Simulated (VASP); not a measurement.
# Li2Se (Fm-3m) in VASP: settings compared

Li2Se is run at these levels: HSE06, r2SCANh; tasks: single point.

Program: VASP 6.6.1. These are calculated values, not measurements. Logs are shortened: lines on timing, memory, paths and dates and some standing lists are left out, and cuts for length are marked.

## (1) The cell of the first run

It takes space group Fm-3m (No. 225, cubic). The conventional cell has a = 5.987 Å, b = 5.987 Å, c = 5.987 Å, α = 90.00°, β = 90.00°, γ = 90.00°. Within 3.4 Å of Li (site symmetry -43m) lie 4 Se at 2.59 Å and 6 Li at 2.99 Å. Se (site symmetry m-3m) has 8 Li at 2.59 Å within 3.4 Å.

## (2) Single point, HSE06

POSCAR reads:

```
Li2Se
1.0
    0.0000000000      2.9934587684      2.9934587684
    2.9934587684      0.0000000000      2.9934587684
    2.9934587684      2.9934587684      0.0000000000
Li Se
2 1
Direct
    0.2500000000      0.2500000000      0.2500000000
    0.7500000000      0.7500000000      0.7500000000
    0.0000000000      0.0000000000      0.0000000000
```

INCAR.step1 reads:

```
SYSTEM = Li2Se
PREC     = Accurate       ! precision mode
ENCUT    = 650            ! plane-wave cutoff, eV
EDIFF    = 1E-5           ! SCF threshold, eV
ISMEAR   = 0              ! smearing method
SIGMA    = 0.01           ! smearing width, eV
LREAL    = .False.        ! projectors in reciprocal space
LASPH    = .True.         ! aspherical terms in the spheres
NELM     = 120            ! most SCF steps
ALGO     = Normal         ! electronic algorithm
ISIF     = 2              ! what is computed and relaxed
LWAVE    = .True.         ! write WAVECAR
LCHARG   = .False.        ! write CHGCAR
GGA      = PE             ! functional
NBANDS   = 13             ! bands
GGA_COMPAT= .False.
```

INCAR.step2 reads:

```
SYSTEM = Li2Se
PREC     = Accurate       ! precision mode
ENCUT    = 650            ! plane-wave cutoff, eV
EDIFF    = 1E-6           ! SCF threshold, eV
ISMEAR   = 0              ! smearing method
SIGMA    = 0.01           ! smearing width, eV
LREAL    = .False.        ! projectors in reciprocal space
LASPH    = .True.         ! aspherical terms in the spheres
NELM     = 120            ! most SCF steps
ALGO     = Normal         ! electronic algorithm
ISIF     = 2              ! what is computed and relaxed
LWAVE    = .False.        ! write WAVECAR
LCHARG   = .False.        ! write CHGCAR
GGA      = PE             ! functional
LHFCALC  = .True.         ! exact exchange
HFSCREEN = 0.2079         ! screening, 1/A
PRECFOCK = Normal       
ISTART   = 1            
NBANDS   = 13             ! bands
GGA_COMPAT= .False.
```

KPOINTS reads:

```
regular mesh
0
Gamma
  6 6 6
  0 0 0
```

Potentials or basis: VASP PAW PBE potentials, release 64 (Li_sv, Se).

On the command line:

```sh
> cat potpaw_PBE.64/Li_sv/POTCAR potpaw_PBE.64/Se/POTCAR > POTCAR
> cp INCAR.step1 INCAR
> mpirun -np 1 vasp_std > vasp.out
> cp INCAR.step2 INCAR
> mpirun -np 1 vasp_std > vasp.out
```

OUTCAR:

```text
SYSTEM = Li2Se
   PREC = Accurate
   ENCUT = 650
   EDIFF = 1E-6
   ISMEAR = 0
   LREAL = .False.
   LASPH = .True.
   NELM = 120
   ISIF = 2
   GGA = PE
   LHFCALC = .True.
   HFSCREEN = 0.2079
   PRECFOCK = Normal
   ISTART = 1

 ion  position               nearest neighbor table
   1  0.250  0.250  0.250-   3 2.59   3 2.59   3 2.59   3 2.59
   2  0.750  0.750  0.750-   3 2.59   3 2.59   3 2.59   3 2.59
   3  0.000  0.000  0.000-   2 2.59   2 2.59   2 2.59   1 2.59   2 2.59   1 2.59   1 2.59   1 2.59

  LATTYP: Found a face centered cubic cell.
 ALAT       =     5.9869175368

  Lattice vectors:

 A1 = (   0.0000000000,   2.9934587684,   2.9934587684)
 A2 = (   2.9934587684,   0.0000000000,   2.9934587684)
 A3 = (   2.9934587684,   2.9934587684,   0.0000000000)

Analysis of symmetry for initial positions (statically):
=====================================================================
 Subroutine PRICEL returns:
 Original cell was already a primitive cell.

 Routine SETGRP: Setting up the symmetry group for a
 face centered cubic supercell.

 Subroutine GETGRP returns: Found 48 space group operations
 (whereof 48 operations were pure point group operations)
 out of a pool of 48 trial point group operations.

The static configuration has the point symmetry O_h .

Analysis of symmetry for dynamics (positions and initial velocities):
=====================================================================
 Subroutine PRICEL returns:
 Original cell was already a primitive cell.

 Routine SETGRP: Setting up the symmetry group for a
 face centered cubic supercell.

 Subroutine GETGRP returns: Found 48 space group operations
 (whereof 48 operations were pure point group operations)
 out of a pool of 48 trial point group operations.

The dynamic configuration has the point symmetry O_h .

 Subroutine INISYM returns: Found 48 space group operations
 (whereof 48 operations are pure point group operations),
 and found     1 'primitive' translations

----------------------------------------------------------------------------------------

                                     Primitive cell

  volume of cell :      53.6475

  direct lattice vectors                    reciprocal lattice vectors
     0.000000000  2.993458768  2.993458768    -0.167030863  0.167030863  0.167030863
     2.993458768  0.000000000  2.993458768     0.167030863 -0.167030863  0.167030863
     2.993458768  2.993458768  0.000000000     0.167030863  0.167030863 -0.167030863

  length of vectors
     4.233389989  4.233389989  4.233389989     0.289305940  0.289305940  0.289305940

  position of ions in fractional coordinates (direct lattice)
     0.250000000  0.250000000  0.250000000
     0.750000000  0.750000000  0.750000000
     0.000000000  0.000000000  0.000000000

  ion indices of the primitive-cell ions
   primitive index   ion index
                 1           1
                 2           2
                 3           3

----------------------------------------------------------------------------------------

 KPOINTS: regular mesh

Automatic generation of k-mesh.
 Grid dimensions read from file:
 generate k-points for:    6    6    6

 Generating k-lattice:

  Cartesian coordinates                     Fractional coordinates (reciprocal lattice)
    -0.027838477  0.027838477  0.027838477     0.166666667  0.000000000  0.000000000
     0.027838477 -0.027838477  0.027838477     0.000000000  0.166666667  0.000000000
     0.027838477  0.027838477 -0.027838477     0.000000000  0.000000000  0.166666667

  Length of vectors
     0.048217657  0.048217657  0.048217657

  Shift w.r.t. Gamma in fractional coordinates (k-lattice)
     0.000000000  0.000000000  0.000000000

 Subroutine IBZKPT returns following result:
 ===========================================

 Found     16 irreducible k-points:

 Following reciprocal coordinates:
            Coordinates               Weight
  0.000000  0.000000  0.000000      1.000000
  0.166667  0.000000  0.000000      8.000000
  0.333333  0.000000  0.000000      8.000000
  0.500000  0.000000  0.000000      4.000000
  0.166667  0.166667  0.000000      6.000000
  0.333333  0.166667  0.000000     24.000000
[... 8 lines left out ...]
 -0.333333  0.333333  0.166667     24.000000
 -0.333333  0.500000  0.166667     12.000000
   k-points           NKPTS =     16   k-points in BZ     NKDIM =    216   number of bands    NBANDS=     13
   number of dos      NEDOS =    301   number of ions     NIONS =      3
   total plane-waves  NPLWV =  46656
   dimension x,y,z NGX =    36 NGY =   36 NGZ =   36
   dimension x,y,z NGXF=    72 NGYF=   72 NGZF=   72
   ions per type =               2   1
   NGX,Y,Z   is equivalent  to a cutoff of  14.14, 14.14, 14.14 a.u.
   NGXF,Y,Z  is equivalent  to a cutoff of  28.27, 28.27, 28.27 a.u.
 SYSTEM =  Li2Se
   PREC   = accura    normal or accurate (medium, high low for compatibility)
   ISTART =      1    job   : 0-new  1-cont  2-samecut
   ICHARG =      0    charge: 1-file 2-atom 10-const
   ISPIN  =      1    spin polarized calculation?
   LNONCOLLINEAR =      F non collinear calculations
   LSORBIT =      F    spin-orbit coupling
   LASPH  =      T    aspherical Exc in radial PAW
   ENCUT  =  650.0 eV  47.77 Ry    6.91 a.u.   8.80  8.80  8.80*2*pi/ulx,y,z
   NELM   =    120;   NELMIN=  2; NELMDL=  0     # of ELM steps
   EDIFF  = 0.1E-05   stopping-criterion for ELM
   LREAL  =      F    real-space projection
   EDIFFG = 0.1E-04   stopping-criterion for IOM
   NSW    =      0    number of steps for IOM
   IBRION =     -1    ionic relax: 0-MD 1-quasi-New 2-CG
   NFREE  =      0    steps in history (QN), initial steepest desc. (CG)
   ISIF   =      2    stress and relaxation
   ISYM   =      3    0-nonsym 1-usesym 2-fastsym
   POTIM  = 0.5000    time-step for ionic-motion
   TEBEG  =    0.0;   TEEND  =   0.0 temperature during run
   PSTRESS=    0.0 pullay stress
   NELECT =      12.0000    total number of electrons
   NUPDOWN=      -1.0000    fix difference up-down
   EMIN   =  10.00;   EMAX   =-10.00  energy-range for DOS
   EFERMI =   0.00;   METHOD = LEGACY
   ISMEAR =     0;   SIGMA  =   0.01  broadening in eV -4-tet -1-fermi 0-gaus
   EFERMI_NEDOS =   21; number of points for ismear=-14 and -15
   IALGO  =     38    algorithm
   IMIX   =      1    mixing-type and parameters
     AMIX     =   0.40;   BMIX     =  1.00
     AMIX_MAG =   1.60;   BMIX_MAG =  1.00
  volume/ion in A,a.u.               =      17.88       120.68
  Fermi-wavevector in a.u.,A,eV,Ry     =   0.993769  1.877950 13.436789  0.987576
  Thomas-Fermi vector in A             =   2.125673
   LORBIT       =      0    0 simple, 1 ext, 2 COOP (PROOUT), +10 PAW based schemes
   GGA     = PE    functional components
   LHFCALC =     T    Hartree Fock is set to
   PRECFOCK=normal    Normal, Fast or Accurate (Low or Medium for compatibility)
   ENCUT4O =  -1.0   cutoff for four orbital integrals eV
   NKREDX  =     1    reduce k-point grid by
   NKREDY  =     1    reduce k-point grid by
   NKREDZ  =     1    reduce k-point grid by
   AEXX    =    0.2500 exact exchange contribution
   HFSCREEN=    0.2079 screening length (either q_TF or 0.3 A-1)
   HFSCREENC=   0.2079 screening length for correlation (either q_TF or 0.3 A-1)
   ENCUTFOCK=  -1.0 apply spherical cutoff to Coloumb kernel
   IVDW    =     0    specifies the selected vdW correction
   LEPSILON=     F    determine dielectric tensor
   LRPA    =     F    only Hartree local field effects (RPA)
 non-spin polarized calculation
 Gauss-broadening in eV      SIGMA  =   0.01
  energy-cutoff  :      650.00
  volume of cell :       53.65
 maximum number of plane-waves:      2044
  NGX = 28; NGY = 28; NGZ = 28

 number of electron      11.9999994 magnetization

 Free energy of the ion-electron system (eV)
  ---------------------------------------------------
  ext. energy  EPLUGINS =         0.00000000
  ---------------------------------------------------
  free energy    TOTEN  =       -12.56508848 eV

  energy without entropy =      -12.56508848  energy(sigma->0) =      -12.56508848

 E-fermi :   0.4982     XC(G=0):  -6.9443

 val. band max:        0.3944157550   @ k =   0.0000   0.0000   0.0000
 cond. band min:       4.2195829529   @ k =   0.5000   0.5000   0.0000
 fundamental gap:      3.8251671979
 Fermi energy:         0.4981902069

 k-point     1 :       0.0000    0.0000    0.0000
  band No.  band energies     occupation
      1     -47.3559      2.00000
      2     -47.3298      2.00000
      3     -12.0934      2.00000
      4       0.3944      2.00000
      5       0.3944      2.00000
      6       0.3944      2.00000
      7       4.7831      0.00000
      8       7.0648      0.00000
      9       7.0648      0.00000
     10       7.0648      0.00000
     11      12.1795      0.00000
     12      12.1795      0.00000
     13      12.5664      0.00000

 k-point     2 :       0.1667    0.0000    0.0000
  band No.  band energies     occupation
      1     -47.3540      2.00000
      2     -47.3316      2.00000
      3     -11.9938      2.00000
      4      -0.6914      2.00000
      5       0.2304      2.00000
      6       0.2304      2.00000
      7       5.5361      0.00000
      8       7.4467      0.00000
      9       7.4467      0.00000
     10       7.7325      0.00000
     11      10.6720      0.00000
     12      10.6720      0.00000
     13      12.7485      0.00000

 k-point     3 :       0.3333    0.0000    0.0000
  band No.  band energies     occupation
      1     -47.3489      2.00000
      2     -47.3359      2.00000
      3     -11.7770      2.00000
      4      -2.1904      2.00000
      5      -0.0525      2.00000
      6      -0.0525      2.00000
      7       6.2952      0.00000
      8       7.5746      0.00000
      9       7.5746      0.00000
     10       8.9874      0.00000
     11      11.2011      0.00000
     12      11.2011      0.00000
     13      13.4826      0.00000
[... 177 lines left out ...]
 k-point    15 :      -0.3333    0.3333    0.1667
  band No.  band energies     occupation
      1     -47.3421      2.00000
      2     -47.3420      2.00000
      3     -11.5535      2.00000
      4      -2.2262      2.00000
      5      -1.3807      2.00000
      6      -0.9031      2.00000
      7       6.5933      0.00000
      8       7.5367      0.00000
      9       9.8252      0.00000
     10      10.3417      0.00000
     11      10.4950      0.00000
     12      12.6076      0.00000
     13      14.3780      0.00000

 k-point    16 :      -0.3333    0.5000    0.1667
  band No.  band energies     occupation
      1     -47.3443      2.00000
      2     -47.3398      2.00000
      3     -11.5193      2.00000
      4      -1.9238      2.00000
      5      -1.4474      2.00000
      6      -1.4133      2.00000
      7       5.5555      0.00000
      8       8.5486      0.00000
      9       9.1338      0.00000
     10      10.9101      0.00000
     11      12.4521      0.00000
     12      13.3641      0.00000
     13      13.7217      0.00000

------------------------ aborting loop because EDIFF is reached ----------------------------------------

  FORCE on cell =-STRESS in cart. coord.  units (eV):
  Direction    XX          YY          ZZ          XY          YZ          ZX
  --------------------------------------------------------------------------------------
  -------------------------------------------------------------------------------------
  Total       -0.1785769     -0.1785769     -0.1785769      0.0000000      0.0000000      0.0000000
  in kB       -5.3331772     -5.3331772     -5.3331772      0.0000000      0.0000000      0.0000000
  external PRESSURE =      -5.3331772 kB  Pullay stress =       0.0000000 kB

 VOLUME and BASIS-vectors are now :
 -----------------------------------------------------------------------------
  energy-cutoff  :      650.00
  volume of cell :       53.65
      direct lattice vectors                 reciprocal lattice vectors
     0.000000000  2.993458768  2.993458768    -0.167030863  0.167030863  0.167030863
     2.993458768  0.000000000  2.993458768     0.167030863 -0.167030863  0.167030863
     2.993458768  2.993458768  0.000000000     0.167030863  0.167030863 -0.167030863

 POSITION                                       TOTAL-FORCE (eV/Angst)
 -----------------------------------------------------------------------------------
      1.49673      1.49673      1.49673        -0.000000     -0.000000     -0.000000
      4.49019      4.49019      4.49019         0.000000      0.000000      0.000000
      0.00000      0.00000      0.00000         0.000000     -0.000000     -0.000000
 -----------------------------------------------------------------------------------
    total drift:                               -0.000000      0.000000     -0.000000

  FREE ENERGIE OF THE ION-ELECTRON SYSTEM (eV)
  ---------------------------------------------------
  free  energy   TOTEN  =       -12.5650884772 eV

  energy  without entropy=      -12.5650884772  energy(sigma->0) =      -12.56508848
```

Wall time 30 min (1 thread of Intel Xeon Platinum 8488C (Sapphire Rapids), shared host); peak memory 0.35 GiB.

What came out:

```
Free energy            : -12.5651 eV
Pressure               : -0.5 GPa
Band gap on the k mesh : 3.83 eV (least direct gap 4.39 eV)
```

Levels at points of the mesh, in eV from the valence-band top:
| k point | band 2 | band 3 | band 4 | band 5 | band 6 | band 7 | band 8 | band 9 | band 10 | band 11 |
| --- | --- | --- | --- | --- | --- | --- | --- | --- | --- | --- |
| (0.00, 0.00, 0.00) | -47.72 | -12.49 | 0.00 | 0.00 | 0.00 | 4.39 | 6.67 | 6.67 | 6.67 | 11.79 |
| (0.50, 0.00, 0.00) | -47.74 | -12.05 | -3.19 | -0.57 | -0.57 | 6.19 | 6.99 | 6.99 | 9.07 | 12.88 |
| (0.50, 0.50, 0.00) | -47.73 | -11.92 | -2.53 | -1.56 | -1.56 | 3.83 | 7.22 | 11.68 | 11.68 | 12.89 |

Caveat: the PAW data sets were made with another functional, which shifts forces and pressure a little. A k mesh can miss the band edges.

(Part 1 of 2 ends here.)
